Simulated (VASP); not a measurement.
# SiC (Imm2) in VASP: a series of runs

SiC is run at these levels: PBE; tasks: single point.

Everything below comes from runs of VASP 6.6.1. Logs are shortened: lines on timing, memory, paths and dates and some standing lists are left out, and cuts for length are marked.

### Step 1. The cell of the first run

It takes space group Imm2 (No. 44, orthorhombic). The conventional cell has a = 3.004 Å, b = 3.190 Å, c = 4.380 Å, α = 90.00°, β = 90.00°, γ = 90.00°. Si (site symmetry mm2) has 4 C at 1.86 to 1.93 Å within 2.5 Å. Within 2.5 Å of C (site symmetry mm2) lie 4 Si at 1.86 to 1.93 Å.

### Step 2. Single point, PBE (strain -0.0600 x Voigt [0, 0, 0, 0, 1, 0])

File INCAR:

```
ALGO = Normal ; EDIFF = 1E-6
ENCUT = 520 ; GGA = PE
ISIF = 2 ; ISMEAR = 0
LASPH = T ; LCHARG = T
LELF = T ; LREAL = F
LVHAR = T ; LWAVE = F
NBANDS = 11 ; NELM = 60
PREC = Accurate ; SIGMA = 0.05
```

File KPOINTS:

```
k-points
0
Gamma
  10 10 10
```

File POSCAR:

```
SiC
1.0
   -0.0656959228      2.1898640927      2.1898640927
    2.1241681699      0.0000000000      2.1241681699
    2.1898640927      2.1898640927     -0.0656959228
Si C
1 1
Direct
    0.0000000000      0.0000000000      0.0000000000
    0.7500000000      0.7500000000      0.7500000000
```

Potentials or basis: VASP PAW PBE potentials, release 64 (Si, C).

Command:

```
$ cat potpaw_PBE.64/Si/POTCAR potpaw_PBE.64/C/POTCAR > POTCAR
$ mpirun -np 1 vasp_std > vasp.out
```

OUTCAR:

```text
EDIFF = 1E-6
   ENCUT = 520
   GGA = PE
   ISIF = 2
   ISMEAR = 0
   LASPH = T
   LREAL = F
   NELM = 60
   PREC = Accurate

 ion  position               nearest neighbor table
   1  0.000  0.000  0.000-   2 1.86   2 1.86   2 1.93   2 1.93
   2  0.750  0.750  0.750-   1 1.86   1 1.86   1 1.93   1 1.93

  LATTYP: Found a body centered orthorhombic cell.
 ALAT       =     3.0040274346
 B/A-ratio  =     1.0618556701
 C/A-ratio  =     1.4579521262

  Lattice vectors:

 A1 = (   2.1898640927,  -2.1898640927,  -0.0656959228)
 A2 = (  -2.1898640927,  -2.1898640927,   0.0656959228)
 A3 = (   0.0656959228,   2.1898640927,  -2.1898640927)

Analysis of symmetry for initial positions (statically):
=====================================================================
 Subroutine PRICEL returns:
 Original cell was already a primitive cell.

 Routine SETGRP: Setting up the symmetry group for a
 body centered orthorhombic supercell.

 Subroutine GETGRP returns: Found  4 space group operations
 (whereof  4 operations were pure point group operations)
 out of a pool of  8 trial point group operations.

The static configuration has the point symmetry C_2v.

Analysis of symmetry for dynamics (positions and initial velocities):
=====================================================================
 Subroutine PRICEL returns:
 Original cell was already a primitive cell.

 Routine SETGRP: Setting up the symmetry group for a
 body centered orthorhombic supercell.

 Subroutine GETGRP returns: Found  4 space group operations
 (whereof  4 operations were pure point group operations)
 out of a pool of  8 trial point group operations.

The dynamic configuration has the point symmetry C_2v.

 Subroutine INISYM returns: Found  4 space group operations
 (whereof  4 operations are pure point group operations),
 and found     1 'primitive' translations

----------------------------------------------------------------------------------------

                                     Primitive cell

  volume of cell :      20.9841

  direct lattice vectors                    reciprocal lattice vectors
    -0.065695923  2.189864093  2.189864093    -0.221674439  0.228324672  0.221674439
     2.124168170  0.000000000  2.124168170     0.235386259 -0.228324672  0.235386259
     2.189864093  2.189864093 -0.065695923     0.221674439  0.228324672 -0.221674439

  length of vectors
     3.097632232  3.004027435  3.097632232     0.387828917  0.403665131  0.387828917

  position of ions in fractional coordinates (direct lattice)
     0.000000000  0.000000000  0.000000000
     0.750000000  0.750000000  0.750000000

  ion indices of the primitive-cell ions
   primitive index   ion index
                 1           1
                 2           2

----------------------------------------------------------------------------------------

 KPOINTS: k-points

Automatic generation of k-mesh.
 Grid dimensions read from file:
 generate k-points for:   10   10   10

 Generating k-lattice:

  Cartesian coordinates                     Fractional coordinates (reciprocal lattice)
    -0.022167444  0.022832467  0.022167444     0.100000000  0.000000000 -0.000000000
     0.023538626 -0.022832467  0.023538626     0.000000000  0.100000000 -0.000000000
     0.022167444  0.022832467 -0.022167444     0.000000000  0.000000000  0.100000000

  Length of vectors
     0.038782892  0.040366513  0.038782892

  Shift w.r.t. Gamma in fractional coordinates (k-lattice)
     0.000000000  0.000000000  0.000000000

 Subroutine IBZKPT returns following result:
 ===========================================

 Found    171 irreducible k-points:

 Following reciprocal coordinates:
            Coordinates               Weight
  0.000000  0.000000  0.000000      1.000000
  0.100000  0.000000 -0.000000      4.000000
  0.200000  0.000000 -0.000000      4.000000
  0.300000  0.000000 -0.000000      4.000000
  0.400000  0.000000 -0.000000      4.000000
  0.500000  0.000000  0.000000      2.000000
[... 16 lines left out ...]
 -0.400000  0.200000  0.000000      8.000000
 -0.300000  0.200000 -0.000000      8.000000
 [... further k-points ...]
   k-points           NKPTS =    171   k-points in BZ     NKDIM =    171   number of bands    NBANDS=     11
   number of dos      NEDOS =    301   number of ions     NIONS =      2
   total plane-waves  NPLWV =  13824
   dimension x,y,z NGX =    24 NGY =   24 NGZ =   24
   dimension x,y,z NGXF=    48 NGYF=   48 NGZF=   48
   ions per type =               1   1
   NGX,Y,Z   is equivalent  to a cutoff of  12.88, 13.28, 12.88 a.u.
   NGXF,Y,Z  is equivalent  to a cutoff of  25.76, 26.56, 25.76 a.u.
 SYSTEM =  unknown system
   PREC   = accura    normal or accurate (medium, high low for compatibility)
   ISTART =      0    job   : 0-new  1-cont  2-samecut
   ICHARG =      2    charge: 1-file 2-atom 10-const
   ISPIN  =      1    spin polarized calculation?
   LNONCOLLINEAR =      F non collinear calculations
   LSORBIT =      F    spin-orbit coupling
   LASPH  =      T    aspherical Exc in radial PAW
   ENCUT  =  520.0 eV  38.22 Ry    6.18 a.u.   5.76  5.59  5.76*2*pi/ulx,y,z
   NELM   =     60;   NELMIN=  2; NELMDL= -5     # of ELM steps
   EDIFF  = 0.1E-05   stopping-criterion for ELM
   LREAL  =      F    real-space projection
   EDIFFG = 0.1E-04   stopping-criterion for IOM
   NSW    =      0    number of steps for IOM
   IBRION =     -1    ionic relax: 0-MD 1-quasi-New 2-CG
   NFREE  =      0    steps in history (QN), initial steepest desc. (CG)
   ISIF   =      2    stress and relaxation
   ISYM   =      2    0-nonsym 1-usesym 2-fastsym
   POTIM  = 0.5000    time-step for ionic-motion
   TEBEG  =    0.0;   TEEND  =   0.0 temperature during run
   PSTRESS=    0.0 pullay stress
   NELECT =       8.0000    total number of electrons
   NUPDOWN=      -1.0000    fix difference up-down
   EMIN   =  10.00;   EMAX   =-10.00  energy-range for DOS
   EFERMI =   0.00;   METHOD = LEGACY
   ISMEAR =     0;   SIGMA  =   0.05  broadening in eV -4-tet -1-fermi 0-gaus
   EFERMI_NEDOS =   21; number of points for ismear=-14 and -15
   IALGO  =     38    algorithm
   IMIX   =      4    mixing-type and parameters
     AMIX     =   0.40;   BMIX     =  1.00
     AMIX_MAG =   1.60;   BMIX_MAG =  1.00
  volume/ion in A,a.u.               =      10.49        70.80
  Fermi-wavevector in a.u.,A,eV,Ry     =   1.187065  2.243229 19.172302  1.409124
  Thomas-Fermi vector in A             =   2.323225
   LORBIT       =      0    0 simple, 1 ext, 2 COOP (PROOUT), +10 PAW based schemes
   GGA     = PE    functional components
   LHFCALC =     F    Hartree Fock is set to
   AEXX    =    0.0000 exact exchange contribution
   IVDW    =     0    specifies the selected vdW correction
   LEPSILON=     F    determine dielectric tensor
   LRPA    =     F    only Hartree local field effects (RPA)
 non-spin polarized calculation
 Gauss-broadening in eV      SIGMA  =   0.05
  energy-cutoff  :      520.00
  volume of cell :       20.98
 maximum number of plane-waves:       576
   NGX = 11   NGY = 11   NGZ = 11

 number of electron       8.0000000 magnetization

 Free energy of the ion-electron system (eV)
  ---------------------------------------------------
  ext. energy  EPLUGINS =         0.00000000
  ---------------------------------------------------
  free energy    TOTEN  =       -14.99836537 eV

  energy without entropy =      -14.99836537  energy(sigma->0) =      -14.99836537

 E-fermi :   8.4044     XC(G=0): -11.2943

 val. band max:        8.1282570705   @ k =   0.0000   0.0000   0.0000
 cond. band min:       9.1897790316   @ k =   0.5000   0.0000   0.5000
 fundamental gap:      1.0615219611
 Fermi energy:         8.4044390471

 k-point     1 :       0.0000    0.0000    0.0000
  band No.  band energies     occupation
      1      -7.3514      2.00000
      2       7.7914      2.00000
      3       7.9163      2.00000
      4       8.1283      2.00000
      5      13.4846      0.00000
      6      14.5011      0.00000
      7      15.7273      0.00000
      8      15.8654      0.00000
      9      22.3673      0.00000
     10      22.4386      0.00000
     11      24.1980      0.00000

 k-point     2 :       0.1000    0.0000   -0.0000
  band No.  band energies     occupation
      1      -7.1673      2.00000
      2       6.7540      2.00000
      3       7.7722      2.00000
      4       8.0051      2.00000
      5      14.0232      0.00000
      6      14.8479      0.00000
      7      15.7693      0.00000
      8      16.0640      0.00000
      9      21.4244      0.00000
     10      21.7324      0.00000
     11      24.1952      0.00000

 k-point     3 :       0.2000    0.0000   -0.0000
  band No.  band energies     occupation
      1      -6.6240      2.00000
      2       4.6116      2.00000
      3       7.5239      2.00000
      4       7.7162      2.00000
      5      14.1542      0.00000
      6      15.5230      0.00000
      7      16.3352      0.00000
      8      16.4981      0.00000
      9      20.6907      0.00000
     10      21.2918      0.00000
     11      23.3671      0.00000

 k-point     4 :       0.3000    0.0000   -0.0000
  band No.  band energies     occupation
      1      -5.7597      2.00000
      2       2.3518      2.00000
      3       7.2707      2.00000
      4       7.4098      2.00000
      5      13.9037      0.00000
      6      15.5242      0.00000
      7      16.1935      0.00000
      8      17.5187      0.00000
      9      21.2676      0.00000
     10      22.1578      0.00000
     11      23.0885      0.00000
[... 239 lines left out ...]
 k-point    22 :       0.5000    0.2000   -0.0000
  band No.  band energies     occupation
      1      -3.7911      2.00000
      2       0.5354      2.00000
      3       4.7857      2.00000
      4       6.0709      2.00000
      5      12.4536      0.00000
      6      16.2346      0.00000
      7      17.5775      0.00000
      8      18.6289      0.00000
      9      21.4658      0.00000
     10      24.7950      0.00000
     11      26.9798      0.00000

 k-point    23 :      -0.4000    0.2000    0.0000
  band No.  band energies     occupation
      1      -3.5404      2.00000
      2       0.1877      2.00000
      3       4.4190      2.00000
      4       6.3767      2.00000
      5      12.8542      0.00000
      6      16.2310      0.00000
      7      17.2259      0.00000
      8      19.0154      0.00000
      9      21.9204      0.00000
     10      22.7016      0.00000
     11      26.9900      0.00000

 k-point    24 :      -0.3000    0.2000   -0.0000
  band No.  band energies     occupation
      1      -4.3824      2.00000
      2       1.4441      2.00000
      3       4.3638      2.00000
      4       6.8335      2.00000
      5      13.5748      0.00000
      6      16.0395      0.00000
      7      16.8786      0.00000
      8      17.9949      0.00000
      9      20.5359      0.00000
     10      23.3750      0.00000
     11      27.0906      0.00000

 [... further k-points ...]
[... 5 lines left out ...]
  --------------------------------------------------------------------------------------
  -------------------------------------------------------------------------------------
  Total        0.1590137      0.0572348      0.1590137      0.0000000      0.0000000      2.0825340
  in kB       12.1410029      4.3699853     12.1410029      0.0000000      0.0000000    159.0055366
  external PRESSURE =       9.5506637 kB  Pullay stress =       0.0000000 kB

 VOLUME and BASIS-vectors are now :
 -----------------------------------------------------------------------------
  energy-cutoff  :      520.00
  volume of cell :       20.98
      direct lattice vectors                 reciprocal lattice vectors
    -0.065695923  2.189864093  2.189864093    -0.221674439  0.228324672  0.221674439
     2.124168170  0.000000000  2.124168170     0.235386259 -0.228324672  0.235386259
     2.189864093  2.189864093 -0.065695923     0.221674439  0.228324672 -0.221674439

 POSITION                                       TOTAL-FORCE (eV/Angst)
 -----------------------------------------------------------------------------------
      0.00000      0.00000      0.00000         0.000000      0.459419      0.000000
      3.18625      3.28480      3.18625        -0.000000     -0.459419     -0.000000
 -----------------------------------------------------------------------------------
    total drift:                               -0.000000     -0.000035     -0.000000

  FREE ENERGIE OF THE ION-ELECTRON SYSTEM (eV)
  ---------------------------------------------------
  free  energy   TOTEN  =       -14.9983653743 eV

  energy  without entropy=      -14.9983653743  energy(sigma->0) =      -14.99836537
```

Wall time 27 s (1 thread of Intel Xeon 8259CL, shared host); peak memory 0.16 GiB.

What came out:

```
Free energy            : -14.9984 eV
Pressure               : 1.0 GPa
Largest force          : 0.459 eV/Å
Band gap on the k mesh : 1.06 eV (least direct gap 3.92 eV)
```

Forces on the atoms (eV/Å):
```
Si   0.000  0.459  0.000
C    0.000 -0.459  0.000
```

Caveat: the cell differs from its parent crystal (strain -0.0600 x Voigt [0, 0, 0, 0, 1, 0]). A k mesh can miss the band edges.

### Step 3. Single point, PBE (strain +0.0450 x Voigt [0, 0, 0, 0, 1, 0])

File INCAR:

```
PREC = Accurate ; ENCUT = 520
EDIFF = 1E-6 ; ISMEAR = 0
SIGMA = 0.05 ; LREAL = F
LASPH = T ; NELM = 80
ALGO = Normal ; ISIF = 2
LWAVE = F ; LCHARG = F
GGA = PE ; NBANDS = 11
```

File KPOINTS:

```
Automatic mesh
0
Gamma
  10 10 10
```

File POSCAR:

```
SiC
1.0
    0.0492719421      2.1898640927      2.1898640927
    2.2391360348      0.0000000000      2.2391360348
    2.1898640927      2.1898640927      0.0492719421
Si C
1 1
Direct
    0.0000000000      0.0000000000      0.0000000000
    0.7500000000      0.7500000000      0.7500000000
```

Potentials or basis: VASP PAW PBE potentials, release 64 (Si, C).

Command:

```
$ cat potpaw_PBE.64/Si/POTCAR potpaw_PBE.64/C/POTCAR > POTCAR
$ mpirun -np 1 vasp_std > vasp.out
```

It took 28 s on 1 thread of Intel Xeon 8259CL, shared host; peak memory 0.16 GiB.

The run converged. Its results:

* Free energy: -15.0257 eV
* Pressure: 0.5 GPa
* Largest force: 0.342 eV/Å
* Band gap on the k mesh: 1.16 eV (least direct gap 4.10 eV)

Forces in eV/Å, atoms in the order of the input:
```
Si   0.000 -0.342  0.000
C    0.000  0.342  0.000
```

Stress tensor (GPa, compression positive):
```
  0.66   0.00 -11.90
  0.00   0.23   0.00
-11.90   0.00   0.66
```

Levels at points of the mesh, in eV from the valence-band top:
```csv
k point,band 1,band 2,band 3,band 4,band 5,band 6,band 7,band 8,band 9
"(0.00, 0.00, 0.00)",-15.43,-0.25,-0.15,0.00,5.59,6.58,7.44,7.60,14.29
"(0.50, 0.00, 0.00)",-11.74,-8.55,-1.31,-1.30,4.84,6.63,7.10,9.75,15.85
"(0.00, 0.50, 0.00)",-12.09,-8.62,-1.08,-1.02,5.45,7.01,7.48,9.94,15.71
"(0.50, 0.50, 0.00)",-10.47,-7.88,-3.28,-3.28,1.24,4.14,13.43,13.70,14.71
"(0.50, 0.00, 0.50)",-10.50,-7.88,-3.62,-2.93,1.16,4.25,13.70,13.81,14.44
```

Caveat: the cell differs from its parent crystal (strain +0.0450 x Voigt [0, 0, 0, 0, 1, 0]). A k mesh can miss the band edges.
